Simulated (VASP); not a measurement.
Set up this calculation in VASP 6.6.1, as the native input.

```
Task                   : relaxation of cell and atoms
Functional             : PBE
Potentials or basis    : VASP PAW PBE potentials, release 64 (Ag)
Cutoff                 : 600 eV
k mesh                 : 24 × 24 × 24
Occupations            : gaussian, width 0.1 eV
Spin                   : no spin polarisation
Dipole correction      : no
Further INCAR settings : ALGO = Normal; EDIFF = 1e-07; IBRION = 2; EDIFFG = -0.01; NSW = 100; ISIF = 3
```

The structure of Ag lies in POSCAR:

```
Ag
1.0
   -1.7407256619      1.7407256619      1.4914647270
    1.7407256619     -1.7407256619      1.4914647270
    1.7407256619      1.7407256619     -1.4914647270
Ag
1
Direct
    0.0000000000      0.0000000000      0.0000000000
```

These files were run (other wordings do the same):

INCAR

```
SYSTEM = Ag
ALGO = Normal ; EDIFF = 1E-7
EDIFFG = -0.01 ; ENCUT = 600
GGA = PE ; IBRION = 2
ISIF = 3 ; ISMEAR = 0
LASPH = .True. ; LCHARG = .False.
LREAL = .False. ; LWAVE = .False.
NELM = 100 ; NSW = 100
PREC = Accurate ; SIGMA = 0.1
```

KPOINTS

```
k-points
0
Gamma
  24 24 24
  0 0 0
```

Potentials or basis: VASP PAW PBE potentials, release 64 (Ag).

Launch:

```sh
$ cat potpaw_PBE.64/Ag/POTCAR > POTCAR
$ mpirun -np 1 vasp_std > vasp.out
```

Results of the run:

| Property | Result |
| --- | --- |
| Relaxed volume | 17.98 Å³/atom |
| Relaxed cell | a = 2.866 Å, b = 2.866 Å, c = 2.866 Å, α = 106.66°, β = 106.66°, γ = 115.26° |
| Space group after relaxing (to 0.05 Å) | I4/mmm (No. 139) |
| Energy gained by relaxing | 1.2 meV/atom |
| Ionic steps | 8 |
| Pressure after relaxing | 0.0 GPa |

It took 3.5 min on 1 thread of Intel(R) Xeon(R) 6975P-C (Granite Rapids), on a shared host, peak memory 0.36 GiB.
